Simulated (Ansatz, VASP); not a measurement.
# MgO in VASP and in Ansatz

INCAR

```
SYSTEM = MgO
  PREC = Accurate
  ENCUT = 520
  EDIFF = 1E-6
  ISMEAR = 0
  SIGMA = 0.05
  LREAL = .False.
  LASPH = .True.
  NELM = 100
  ALGO = Normal
  ISIF = 2
  LWAVE = .False.
  LCHARG = .True.
  GGA = PE
  LELF = .True.
  LVHAR = .True.
  NBANDS = 16
```

File KPOINTS:

```
Automatic mesh
0
Gamma
  9 9 6
  0 0 0
```

POSCAR

```
MgO
1.0
    3.1798172993      0.0000000000      0.0000000000
   -1.5899086497      2.7538025606      0.0000000000
    0.0000000000      0.0000000000      5.5672241276
Mg O
2 2
Direct
    0.3333333333      0.6666666667     -0.0034438731
    0.6666666667      0.3333333333      0.4965561269
    0.3333333333      0.6666666667      0.3982811987
    0.6666666667      0.3333333333      0.8982811987
```

Input for Ansatz:

```yaml
crystal:
  lattice:
    - [3.1798172993, 0.0, 0.0]
    - [-1.5899086497, 2.7538025606, 0.0]
    - [0.0, 0.0, 5.5672241276]
  atoms:
    - { symbol: Mg, position: [0.3333333333, 0.6666666667, -0.0034438731] }
    - { symbol: Mg, position: [0.6666666667, 0.3333333333, 0.4965561269] }
    - { symbol: O, position: [0.3333333333, 0.6666666667, 0.3982811987] }
    - { symbol: O, position: [0.6666666667, 0.3333333333, 0.8982811987] }
basis:
  ecutwfc: 520.0
kpoints:
  mp_grid: { grid: [9, 9, 6] }
hamiltonian:
  xc: pbe
  pseudopotentials: { kind: paw, azcp: { folder: soft_1 } }
scf:
  occupations: { method: gaussian, width: 0.05 }
output:
  forces: true
  stress: true
  eigenvalues: true
```

Alike in both runs: task single point; functional PBE; k mesh 9 × 9 × 6; occupations gaussian, width 0.05 eV; no spin polarisation.

```csv
,VASP,Ansatz
version,VASP 6.6.1,Ansatz 0.2.0
potentials or method,"VASP PAW PBE potentials, release 64 (Mg, O), cutoff 520 eV","scalar-relativistic, plane waves, PAW"
valence electrons in the cell,16,32
```

VASP gave:

| Property | Result |
| --- | --- |
| gap on the k mesh at the Fermi level (eV) | 3.51 |
| least direct gap on the mesh (eV) | 3.51 |
| pressure (GPa) | 4.5 |
| traceless stress, the component that is largest in VASP (GPa) | -16.08 |
| rms of the force components (eV/Å) | 0.516 |

Task: Which values does Ansatz return?

Result: gap on the k mesh at the Fermi level (eV): 3.53; least direct gap on the mesh (eV): 3.53; pressure (GPa): 4.8; traceless stress, the component that is largest in VASP (GPa): -15.88; rms of the force components (eV/Å): 0.510.

Atom by atom the forces differ by 0.006 eV/Å (rms over components). With one functional, cell and mesh, what is left measures potentials, basis and numerics. VASP's potentials hold 16 valence electrons a cell and Ansatz's 32, so a difference there can come from the potentials and not from the codes.
